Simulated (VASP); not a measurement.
Runs of VASP 6.6.1 on Cu. Symmetry: Fm-3m, No. 225, cubic system. The conventional cell has a = 3.672 Å, b = 3.672 Å, c = 3.672 Å, α = 90.00°, β = 90.00°, γ = 90.00°. Within 3.4 Å of Cu (site symmetry m-3m) lie 12 Cu at 2.60 Å. 

```tsv
k mesh	smearing	gap on the mesh (eV)	pressure (GPa)
12 × 12 × 12	fermi-dirac 0.0005 eV	none	-3.9
6 × 6 × 6	gaussian 0.1 eV	none	-2.9
12 × 12 × 12	gaussian 0.1 eV	none	(a)
12 × 12 × 12	fermi-dirac 0.1 eV	none	-3.9
```

Alike in all rows: task single point; level PBE; potentials or basis VASP PAW PBE potentials, release 64 (Cu); no spin polarisation; cell as given; cutoff (eV) 600.

**Question.** Estimate the missing entries.

**Answer.** (a) -4.0.

Caveats: some runs use coarse meshes.

A gap of «none» marks levels without a gap at the run's occupations.
